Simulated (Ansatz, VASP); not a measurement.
**One calculation of Si3Sb2Te, two programs**

```
CELL_PARAMETERS angstrom
4.06256 0.00000 0.00000
-2.03128 3.51828 0.00000
0.00000 0.00000 11.70313
ATOMIC_POSITIONS crystal
Si 0.33333 0.66667 0.12711
Si 0.33333 0.66667 0.32573
Si 0.00000 0.00000 0.59871
Sb 0.00000 0.00000 0.02492
Sb 0.66667 0.33333 0.42639
Te 0.33333 0.66667 0.71715
```

Alike in both runs: task single point; functional PBE; k mesh 6 × 6 × 2; occupations gaussian, width 0.1 eV; no spin polarisation.

|  | VASP | Ansatz |
| --- | --- | --- |
| version | VASP 6.6.1 | Ansatz 0.2.0 |
| potentials or method | VASP PAW PBE potentials, release 64 (Si, Sb, Te), cutoff 500 eV | scalar-relativistic, plane waves, PAW |
| valence electrons in the cell | 28 | 58 |

|  | VASP | Ansatz | Ansatz less VASP |
| --- | --- | --- | --- |
| gap on the k mesh at the Fermi level (eV) | none | none | - |
| pressure (GPa) | 0.3 | 0.1 | -0.12 |
| traceless stress, the component that is largest in VASP (GPa) | 0.22 | 0.24 | +0.018 |
| rms of the force components (eV/Å) | 0.031 | 0.018 | -0.0127 |

Atom by atom the forces differ by 0.025 eV/Å (rms over components). A gap of «none» marks a metal or a gap that the smearing closes. With one functional, cell and mesh, what is left measures potentials, basis and numerics. VASP's potentials hold 28 valence electrons a cell and Ansatz's 58, so a difference there can come from the potentials and not from the codes.

Spin-orbit coupling is off throughout.
